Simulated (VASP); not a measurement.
Wanted: the native input for a VASP 6.6.1 run.

| Item | Value |
| --- | --- |
| Task | single point |
| Functional | PBE |
| Potentials or basis | VASP PAW PBE potentials, release 64 (Mg, O) |
| Cutoff | 600 eV |
| k mesh | 10 × 10 × 10 |
| Occupations | gaussian, width 0.02 eV |
| Spin | no spin polarisation |
| Dipole correction | no |
| Further INCAR settings | ALGO = Normal; EDIFF = 1e-06; NBANDS = 11 |

The structure of MgO (m.b) lies in POSCAR:

```
MgO
1.0
    0.0000000000      2.1272184804      2.1272184804
    2.1272184804      0.0000000000      2.1272184804
    2.1272184804      2.1272184804      0.0000000000
Mg O
1 1
Direct
    0.0000000000      0.0000000000      0.0000000000
    0.5000000000      0.5000000000      0.5000000000
```

One way to write it, as run:

INCAR

```
  ALGO = Normal
  EDIFF = 1E-6
  ENCUT = 600
  GGA = PE
  GGA_COMPAT = False
  ISIF = 2
  ISMEAR = 0
  LASPH = True
  LCHARG = False
  LREAL = False
  LWAVE = False
  NBANDS = 11
  NELM = 120
  PREC = Accurate
  SIGMA = 0.02
```

KPOINTS

```
k-points
0
Gamma
  10 10 10
```

Potentials or basis: VASP PAW PBE potentials, release 64 (Mg, O).

Launch:

```sh
$ cat potpaw_PBE.64/Mg/POTCAR potpaw_PBE.64/O/POTCAR > POTCAR
$ mpirun -np 1 vasp_std > vasp.out
```

Results of the run:

| Item | Value |
| --- | --- |
| Pressure | -1.1 GPa |
| Band gap on the k mesh | 4.44 eV, direct |

It took 6.3 s on 1 thread of Intel(R) Xeon(R) Platinum 8559C (Emerald Rapids), with other jobs on the host, peak memory 0.14 GiB.
